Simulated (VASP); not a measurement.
# Hg (I4_1/amd) in VASP: single point with LDA

Aim: the single point of Hg with LDA.

All numbers are computed with VASP 6.6.1; they aren't measurements. Logs are shortened: lines on timing, memory, paths and dates and some standing lists are left out, and cuts for length are marked.

## Step 1: The cell of the first run

The structure is tetragonal, space group I4_1/amd (No. 141). Conventional cell: a = 5.676 Å, b = 5.676 Å, c = 3.351 Å, α = 90.00°, β = 90.00°, γ = 90.00°. Hg (site symmetry -4m2) has 10 Hg at 2.96 to 3.79 Å within 3.9 Å.

## Step 2: Single point, LDA

File INCAR:

```
SYSTEM = Hg
PREC = Accurate
ENCUT = 520
EDIFF = 1E-7
ISMEAR = 0
SIGMA = 0.15
LREAL = .FALSE.
LASPH = .TRUE.
NELM = 60
ALGO = Fast
ISIF = 2
LWAVE = .FALSE.
LCHARG = .TRUE.
LELF = .TRUE.
LVHAR = .TRUE.
NBANDS = 19
```

File KPOINTS:

```
Automatic mesh
0
G
  18 18 18
  0 0 0
```

File POSCAR:

```
Hg
1.0
   -2.8381386952      2.8381386952      1.6757155147
    2.8381386952     -2.8381386952      1.6757155147
    2.8381386952      2.8381386952     -1.6757155147
Hg
2
Direct
    0.7500000000      0.2500000000      0.5000000000
    0.0000000000      0.0000000000      0.0000000000
```

Potentials or basis: VASP PAW LDA potentials, release 64 (Hg).

Launch:

```bash
$ cat potpaw_LDA.64/Hg/POTCAR > POTCAR
$ mpirun -np 1 vasp_std > vasp.out
```

OUTCAR:

```text
SYSTEM = Hg
   PREC = Accurate
   ENCUT = 520
   EDIFF = 1E-7
   ISMEAR = 0
   LREAL = .FALSE.
   LASPH = .TRUE.
   NELM = 60
   ISIF = 2

 ion  position               nearest neighbor table
   1  0.750  0.250  0.500-   2 2.96   2 2.96   2 2.96   2 2.96   2 3.79   2 3.79   2 3.79   2 3.79

   2  0.000  0.000  0.000-   1 2.96   1 2.96   1 2.96   1 2.96   1 3.79   1 3.79   1 3.79   1 3.79

  LATTYP: Found a body centered tetragonal cell.
 ALAT       =     5.6762773904
 C/A-ratio  =     0.5904276340

  Lattice vectors:

 A1 = (  -2.8381386952,   2.8381386952,   1.6757155147)
 A2 = (   2.8381386952,  -2.8381386952,   1.6757155147)
 A3 = (   2.8381386952,   2.8381386952,  -1.6757155147)

Analysis of symmetry for initial positions (statically):
=====================================================================
 Subroutine PRICEL returns:
 Original cell was already a primitive cell.

 Routine SETGRP: Setting up the symmetry group for a
 body centered tetragonal supercell.

 Subroutine GETGRP returns: Found 16 space group operations
 (whereof  8 operations were pure point group operations)
 out of a pool of 16 trial point group operations.

The static configuration has the point symmetry D_2d.
 The point group associated with its full space group is D_4h.

Analysis of symmetry for dynamics (positions and initial velocities):
=====================================================================
 Subroutine PRICEL returns:
 Original cell was already a primitive cell.

 Routine SETGRP: Setting up the symmetry group for a
 body centered tetragonal supercell.

 Subroutine GETGRP returns: Found 16 space group operations
 (whereof  8 operations were pure point group operations)
 out of a pool of 16 trial point group operations.

The dynamic configuration has the point symmetry D_2d.
 The point group associated with its full space group is D_4h.

 Subroutine INISYM returns: Found 16 space group operations
 (whereof  8 operations are pure point group operations),
 and found     1 'primitive' translations

----------------------------------------------------------------------------------------

                                     Primitive cell

  volume of cell :      53.9918

  direct lattice vectors                    reciprocal lattice vectors
    -2.838138695  2.838138695  1.675715515     0.000000000  0.176171799  0.298380003
     2.838138695 -2.838138695  1.675715515     0.176171799  0.000000000  0.298380003
     2.838138695  2.838138695 -1.675715515     0.176171799  0.176171799  0.000000000

  length of vectors
     4.349492498  4.349492498  4.349492498     0.346507040  0.346507040  0.249144548

  position of ions in fractional coordinates (direct lattice)
     0.750000000  0.250000000  0.500000000
     0.000000000  0.000000000  0.000000000

  ion indices of the primitive-cell ions
   primitive index   ion index
                 1           1
                 2           2

----------------------------------------------------------------------------------------

 KPOINTS: Automatic mesh

Automatic generation of k-mesh.
 Grid dimensions read from file:
 generate k-points for:   18   18   18

 Generating k-lattice:

  Cartesian coordinates                     Fractional coordinates (reciprocal lattice)
     0.000000000  0.009787322  0.016576667     0.055555556  0.000000000  0.000000000
     0.009787322  0.000000000  0.016576667     0.000000000  0.055555556  0.000000000
     0.009787322  0.009787322  0.000000000     0.000000000  0.000000000  0.055555556

  Length of vectors
     0.019250391  0.019250391  0.013841364

  Shift w.r.t. Gamma in fractional coordinates (k-lattice)
     0.000000000  0.000000000  0.000000000

 Subroutine IBZKPT returns following result:
 ===========================================

 Found    480 irreducible k-points:

 Following reciprocal coordinates:
            Coordinates               Weight
  0.000000  0.000000  0.000000      1.000000
  0.055556  0.000000 -0.000000      8.000000
  0.111111  0.000000 -0.000000      8.000000
  0.166667  0.000000  0.000000      8.000000
  0.222222  0.000000  0.000000      8.000000
  0.277778  0.000000 -0.000000      8.000000
[... 16 lines left out ...]
 -0.277778  0.055556  0.000000     16.000000
 -0.222222  0.055556  0.000000     16.000000
 [... further k-points ...]
   k-points           NKPTS =    480   k-points in BZ     NKDIM =    480   number of bands    NBANDS=     19
   number of dos      NEDOS =    301   number of ions     NIONS =      2
   total plane-waves  NPLWV =  32768
   dimension x,y,z NGX =    32 NGY =   32 NGZ =   32
   dimension x,y,z NGXF=    64 NGYF=   64 NGZF=   64
   ions per type =               2
   NGX,Y,Z   is equivalent  to a cutoff of  12.23, 12.23, 12.23 a.u.
   NGXF,Y,Z  is equivalent  to a cutoff of  24.46, 24.46, 24.46 a.u.
 SYSTEM =  Hg
   PREC   = accura    normal or accurate (medium, high low for compatibility)
   ISTART =      0    job   : 0-new  1-cont  2-samecut
   ICHARG =      2    charge: 1-file 2-atom 10-const
   ISPIN  =      1    spin polarized calculation?
   LNONCOLLINEAR =      F non collinear calculations
   LSORBIT =      F    spin-orbit coupling
   LASPH  =      T    aspherical Exc in radial PAW
   ENCUT  =  520.0 eV  38.22 Ry    6.18 a.u.   8.09  8.09  8.09*2*pi/ulx,y,z
   NELM   =     60;   NELMIN=  2; NELMDL= -5     # of ELM steps
   EDIFF  = 0.1E-06   stopping-criterion for ELM
   LREAL  =      F    real-space projection
   EDIFFG = 0.1E-05   stopping-criterion for IOM
   NSW    =      0    number of steps for IOM
   IBRION =     -1    ionic relax: 0-MD 1-quasi-New 2-CG
   NFREE  =      0    steps in history (QN), initial steepest desc. (CG)
   ISIF   =      2    stress and relaxation
   ISYM   =      2    0-nonsym 1-usesym 2-fastsym
   POTIM  = 0.5000    time-step for ionic-motion
   TEBEG  =    0.0;   TEEND  =   0.0 temperature during run
   PSTRESS=    0.0 pullay stress
   NELECT =      24.0000    total number of electrons
   NUPDOWN=      -1.0000    fix difference up-down
   EMIN   =  10.00;   EMAX   =-10.00  energy-range for DOS
   EFERMI =   0.00;   METHOD = LEGACY
   ISMEAR =     0;   SIGMA  =   0.15  broadening in eV -4-tet -1-fermi 0-gaus
   EFERMI_NEDOS =   21; number of points for ismear=-14 and -15
   IALGO  =     68    algorithm
   IMIX   =      4    mixing-type and parameters
     AMIX     =   0.40;   BMIX     =  1.00
     AMIX_MAG =   1.60;   BMIX_MAG =  1.00
  volume/ion in A,a.u.               =      27.00       182.18
  Fermi-wavevector in a.u.,A,eV,Ry     =   1.249404  2.361030 21.238820  1.561009
  Thomas-Fermi vector in A             =   2.383446
   LORBIT       =      0    0 simple, 1 ext, 2 COOP (PROOUT), +10 PAW based schemes
   GGA     = CA    functional components
   LHFCALC =     F    Hartree Fock is set to
   AEXX    =    0.0000 exact exchange contribution
   IVDW    =     0    specifies the selected vdW correction
   LEPSILON=     F    determine dielectric tensor
   LRPA    =     F    only Hartree local field effects (RPA)
 non-spin polarized calculation
 RMM-DIIS sequential band-by-band and
 Gauss-broadening in eV      SIGMA  =   0.15
  energy-cutoff  :      520.00
  volume of cell :       53.99
 maximum number of plane-waves:      1486
   NGX = 17   NGY = 17   NGZ = 17

 number of electron      24.0000004 magnetization

 Free energy of the ion-electron system (eV)
  ---------------------------------------------------
  ext. energy  EPLUGINS =         0.00000000
  ---------------------------------------------------
  free energy    TOTEN  =        -1.79879343 eV

  energy without entropy =       -1.79231275  energy(sigma->0) =       -1.79555309

 E-fermi :   1.6300     XC(G=0): -10.4295

 val. band max:        1.6143668579   @ k =   0.2778   0.2222   0.2222
 cond. band min:       1.6392999736   @ k =  -0.2778  -0.3333   0.1667
 fundamental gap:      0.0249331157
 Fermi energy:         1.6300415221

 k-point     1 :       0.0000    0.0000    0.0000
  band No.  band energies     occupation
      1      -6.7160      2.00000
      2      -6.1636      2.00000
      3      -6.0425      2.00000
      4      -5.4907      2.00000
      5      -5.4045      2.00000
      6      -4.8058      2.00000
[... 11 lines left out ...]
     18      13.4840      0.00000
     19      13.4840      0.00000

 k-point     2 :       0.0556    0.0000   -0.0000
  band No.  band energies     occupation
      1      -6.6598      2.00000
      2      -6.1572      2.00000
      3      -6.0263      2.00000
      4      -5.4621      2.00000
      5      -5.3846      2.00000
      6      -4.8471      2.00000
[... 11 lines left out ...]
     18      13.2229      0.00000
     19      13.3806      0.00000

 k-point     3 :       0.1111    0.0000   -0.0000
  band No.  band energies     occupation
      1      -6.5010      2.00000
      2      -6.1368      2.00000
      3      -5.9797      2.00000
      4      -5.3878      2.00000
      5      -5.3226      2.00000
      6      -4.9295      2.00000
[... 11 lines left out ...]
     18      12.6499      0.00000
     19      12.7919      0.00000

 k-point     4 :       0.1667    0.0000    0.0000
  band No.  band energies     occupation
      1      -6.2800      2.00000
      2      -6.0983      2.00000
      3      -5.9084      2.00000
      4      -5.2992      2.00000
      5      -5.2086      2.00000
      6      -5.0264      2.00000
[... 407 lines left out ...]
     18      10.4884      0.00000
     19      12.3653      0.00000

 k-point    23 :      -0.2778    0.0556    0.0000
  band No.  band energies     occupation
      1      -6.0848      2.00000
      2      -5.9396      2.00000
      3      -5.7761      2.00000
      4      -5.2818      2.00000
      5      -5.0821      2.00000
      6      -5.0574      2.00000
[... 11 lines left out ...]
     18      11.2075      0.00000
     19      11.6783      0.00000

 k-point    24 :      -0.2222    0.0556    0.0000
  band No.  band energies     occupation
      1      -6.2032      2.00000
      2      -6.0449      2.00000
      3      -5.8623      2.00000
      4      -5.3393      2.00000
      5      -5.2439      2.00000
      6      -5.0005      2.00000
[... 11 lines left out ...]
     18      11.4990      0.00000
     19      12.1317      0.00000

 [... further k-points ...]

------------------------ aborting loop because EDIFF is reached ----------------------------------------

  FORCE on cell =-STRESS in cart. coord.  units (eV):
  Direction    XX          YY          ZZ          XY          YZ          ZX
  --------------------------------------------------------------------------------------
  -------------------------------------------------------------------------------------
  Total       -1.0515586     -1.0515586     -1.5587665      0.0000000      0.0000000      0.0000000
  in kB      -31.2044503    -31.2044503    -46.2555810      0.0000000      0.0000000      0.0000000
  external PRESSURE =     -36.2214939 kB  Pullay stress =       0.0000000 kB

 VOLUME and BASIS-vectors are now :
 -----------------------------------------------------------------------------
  energy-cutoff  :      520.00
  volume of cell :       53.99
      direct lattice vectors                 reciprocal lattice vectors
    -2.838138695  2.838138695  1.675715515     0.000000000  0.176171799  0.298380003
     2.838138695 -2.838138695  1.675715515     0.176171799  0.000000000  0.298380003
     2.838138695  2.838138695 -1.675715515     0.176171799  0.176171799  0.000000000

 POSITION                                       TOTAL-FORCE (eV/Angst)
 -----------------------------------------------------------------------------------
     -0.00000      2.83814      0.83786         0.000000     -0.000000      0.000000
      0.00000      0.00000      0.00000        -0.000000      0.000000     -0.000000
 -----------------------------------------------------------------------------------
    total drift:                                0.000000     -0.000000      0.000000

  FREE ENERGIE OF THE ION-ELECTRON SYSTEM (eV)
  ---------------------------------------------------
  free  energy   TOTEN  =        -1.7987934333 eV

  energy  without entropy=       -1.7923127464  energy(sigma->0) =       -1.79555309
```

Wall time 2.2 min (1 thread of Intel Xeon Platinum 8559C (Emerald Rapids), shared host); peak memory 0.46 GiB.

Results:

| Item | Value |
| --- | --- |
| Free energy | -1.7988 eV |
| Pressure | -3.6 GPa |
| Band gap on the k mesh | zero (bands 12 and 13 overlap by 3.98 eV) |

Caveat: the cell stands under tension; spin-orbit coupling is left out, which moves the levels of the heavy elements.
